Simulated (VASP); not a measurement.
Wanted: the native input for a VASP 6.6.1 run.

```
Task                   : single point
Functional             : PBE
Potentials or basis    : VASP PAW PBE potentials, release 64 (Be, Mg, Zn, Cd, Te)
Cutoff                 : 520 eV
k mesh                 : 3 × 2 × 2
Occupations            : gaussian, width 0.1 eV
Spin                   : no spin polarisation
Dipole correction      : no
Further INCAR settings : LREAL = Auto; ALGO = Normal; EDIFF = 1e-06; NBANDS = 96; ISYM = 0
```

The structure of MgBeZnCdTe4 lies in POSCAR:

```
MgBeZnCdTe4
1.0
    6.5528103799      3.7859522689      0.0333070699
   -0.0006997742      7.6354848191      7.2505250084
    6.6269071576     -3.8519763405      7.2864306309
Be Mg Zn Cd Te
3 3 3 3 12
Direct
    0.1588711386      0.1773111861      0.8434100810
    0.0758302598      0.5750167284      0.9242301164
    0.5827712211      0.4125866159      0.0803871587
    0.1655574243      0.8333592380      0.1565444524
    0.6707964475      0.6627137204      0.3202807299
    0.5731889750      0.7533533172      0.7648478840
    0.6665357561      0.0096258058      0.0031270397
    0.0863080403      0.2533274017      0.2339533081
    0.5792826422      0.0900792819      0.4161633372
    0.1690056994      0.4941349126      0.5035047769
    0.6547758440      0.3340269459      0.6818645819
    0.0865811824      0.9201166371      0.5913456069
    0.9658414612      0.3625337204      0.0089583842
    0.9888764831      0.6746366962      0.7131176941
    0.9757986122      0.0290606186      0.3492760567
    0.4431284888      0.5204926914      0.8868261593
    0.5074912166      0.8524428716      0.5120456783
    0.4846247346      0.2010302394      0.1839724004
    0.8940869000      0.4260849168      0.4297967188
    0.8991862007      0.7635464328      0.0789897992
    0.9167598471      0.1091230215      0.7924785051
    0.4088301480      0.5858923624      0.2493187711
    0.3836257026      0.9710671403      0.9340858077
    0.3802790000      0.2492607839      0.6248268203
```

The input as run:

INCAR

```
SYSTEM = MgBeZnCdTe4
PREC     = Accurate       ! precision mode
ENCUT    = 520            ! plane-wave cutoff, eV
EDIFF    = 1E-6           ! SCF threshold, eV
ISMEAR   = 0              ! smearing method
SIGMA    = 0.1            ! smearing width, eV
LREAL    = Auto         
LASPH    = .TRUE.         ! aspherical terms in the spheres
NELM     = 100            ! most SCF steps
ALGO     = Normal         ! electronic algorithm
ISIF     = 2              ! what is computed and relaxed
LWAVE    = .FALSE.        ! write WAVECAR
LCHARG   = .FALSE.        ! write CHGCAR
GGA      = PE             ! functional
NBANDS   = 96             ! bands
ISYM     = 0
```

KPOINTS

```
regular mesh
0
G
  3 2 2
  0 0 0
```

Potentials or basis: VASP PAW PBE potentials, release 64 (Be, Mg, Zn, Cd, Te).

Run with:

```bash
$ cat potpaw_PBE.64/Be/POTCAR potpaw_PBE.64/Mg/POTCAR potpaw_PBE.64/Zn/POTCAR potpaw_PBE.64/Cd/POTCAR potpaw_PBE.64/Te/POTCAR > POTCAR
$ mpirun -np 1 vasp_std > vasp.out
```

It gave:

| Quantity | Value |
| --- | --- |
| Pressure | 0.1 GPa |
| Largest force | 0.018 eV/Å |
| Band gap on the k mesh | 1.60 eV |

Caveat: spin-orbit coupling is left out, which moves the levels of the heavy elements.

Wall time 11 min on 1 thread of Intel(R) Xeon(R) 6975P-C (Granite Rapids), with other jobs on the host, peak memory 0.95 GiB.
